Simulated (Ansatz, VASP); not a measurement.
## One calculation of Ga2O, two programs

INCAR

```
ALGO = Normal
EDIFF = 1E-6
ENCUT = 520
GGA = PE
ISIF = 2
ISMEAR = 0
ISPIN = 2
LASPH = T
LCHARG = F
LORBIT = 11
LREAL = F
LWAVE = F
MAGMOM = 0 0 1
NBANDS = 27
NELM = 150
PREC = Accurate
SIGMA = 0.1
```

The input KPOINTS:

```
k-points
0
Gamma
  6 6 6
```

Contents of POSCAR:

```
Ga2O
1.0
    2.3014781800     -2.7167558700      0.0000000000
    2.3014781800      2.7167558700      0.0000000000
    0.0000000000      0.0000000000      3.5593342900
Ga O
2 1
Direct
    0.0000000000      0.0000000000      0.0000000000
    0.5000000000      0.5000000000      0.0000000000
    0.5000000000      0.5000000000      0.5000000000
```

Input for Ansatz:

```yaml
crystal:
  lattice:
    - [2.30147818, -2.71675587, 0.0]
    - [2.30147818, 2.71675587, 0.0]
    - [0.0, 0.0, 3.55933429]
  atoms:
    - { symbol: Ga, position: [0.0, 0.0, 0.0] }
    - { symbol: Ga, position: [0.5, 0.5, 0.0] }
    - { symbol: O, position: [0.5, 0.5, 0.5], spin: 1.0 }
basis:
  ecutwfc: 420
kpoints:
  mp_grid: { grid: [6, 6, 6] }
hamiltonian:
  xc: pbe
scf:
  occupations: { method: gaussian, width: 0.1 }
  lower_state_search: "off"
output:
  forces: true
  stress: true
  eigenvalues: true
  populations: true
magnetization:
  spin_polarized: true
```

Alike in both runs: task single point; functional PBE; k mesh 6 × 6 × 6; occupations gaussian, width 0.1 eV; collinear spin.

```csv
,VASP,Ansatz
version,VASP 6.6.1,Ansatz 0.2.0
potentials or method,"VASP PAW PBE potentials, release 64 (Ga_d, O), cutoff 520 eV","scalar-relativistic, plane waves, PAW"
valence electrons in the cell,32,32
```

VASP gave:

- gap on the k mesh at the Fermi level (eV): none
- pressure (GPa): 24.8
- traceless stress, the component that is largest in VASP (GPa): -19.78
- net moment per atom (μB): 0.00

Q: Which values does Ansatz return?

A: gap on the k mesh at the Fermi level (eV): none; pressure (GPa): 24.7; traceless stress, the component that is largest in VASP (GPa): -19.64; net moment per atom (μB): 0.00.

A gap of «none» marks a metal or a gap that the smearing closes. The functional is the same, so the differences come from potentials, cutoffs and numerics. Ansatz's warnings: seeded moment not kept.
